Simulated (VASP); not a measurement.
Input of a VASP 6.6.1 run:

INCAR

```
SYSTEM = Cs
PREC = Accurate
ENCUT = 520
EDIFF = 1E-7
ISMEAR = 0
SIGMA = 0.15
LREAL = .False.
LASPH = .True.
NELM = 100
ALGO = Normal
ISIF = 2
LWAVE = .False.
LCHARG = .True.
LELF = .True.
LVHAR = .True.
NBANDS = 10
```

Contents of KPOINTS:

```
Automatic mesh
0
Gamma
  12 12 12
  0 0 0
```

The input POSCAR:

```
Cs
1.0
   -2.7500754600      2.8738288557      4.0972389800
    2.7500754600     -2.8738288557      4.0972389800
    2.7500754600      2.8738288557     -4.0972389800
Cs
1
Direct
    0.0000000000      0.0000000000      0.0000000000
```

Potentials or basis: VASP PAW LDA potentials, release 64 (Cs_sv).

Run with:

```bash
$ cat potpaw_LDA.64/Cs_sv/POTCAR > POTCAR
$ mpirun -np 1 vasp_std > vasp.out
```

Problem. Predict the band gap on the k mesh.

Solution. Zero (an odd number of electrons rules out a gap without spin polarisation).

Problem. What does it give for the pressure?

Solution. -0.4 GPa.

Caveat: the cell differs from its parent crystal (strain +0.0450 x Voigt [0, 1, 0, 0, 0, 0]); spin-orbit coupling is left out, which moves the levels of the heavy elements.
